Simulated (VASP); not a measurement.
Runs of VASP 6.6.1 on AlIn2. The structure is that of space group Fm-3m (No. 225), or close to it. The cells are those of the table. 

| task | cell | k mesh | cutoff (eV) | gap on the mesh (eV) | pressure (GPa) | relaxed volume (Å³/atom) |
| --- | --- | --- | --- | --- | --- | --- |
| single point | a = 4.812 Å, angles 60.0°, 3 atoms | 12 × 12 × 12 | 520 | none | 0.0 | - |
| single point | a = 4.241 Å, angles 60.0°, 3 atoms | 6 × 6 × 6 | 520 | none | 37.2 | - |
| single point | a = 4.821 Å, angles 60.0°, 3 atoms | 6 × 6 × 6 | 520 | none | 0.1 | - |
| relaxation of cell and atoms | relaxed from a = 4.821 Å, angles 60.0°, 3 atoms | 12 × 12 × 12 | 600 | none | 0.0 | (a) |
| relaxation of cell and atoms | relaxed from a = 4.241 Å, angles 60.0°, 3 atoms | 6 × 6 × 6 | 600 | none | -0.1 | 26.56 |

Alike in all rows: level PBE; potentials or basis VASP PAW PBE potentials, release 64 (Al, In_d); no spin polarisation; smearing gaussian 0.1 eV.

Q: Fill in the values left out.

A: (a) 26.24.

Caveats: spin-orbit coupling is left out, which moves the levels of the heavy elements; the volume moved by over 15 % at a fixed basis, so the end points are rough (some runs).

A k mesh can miss the band edges, and the runs leave out spin-orbit coupling on In.

A gap of «none» marks levels without a gap at the run's occupations.
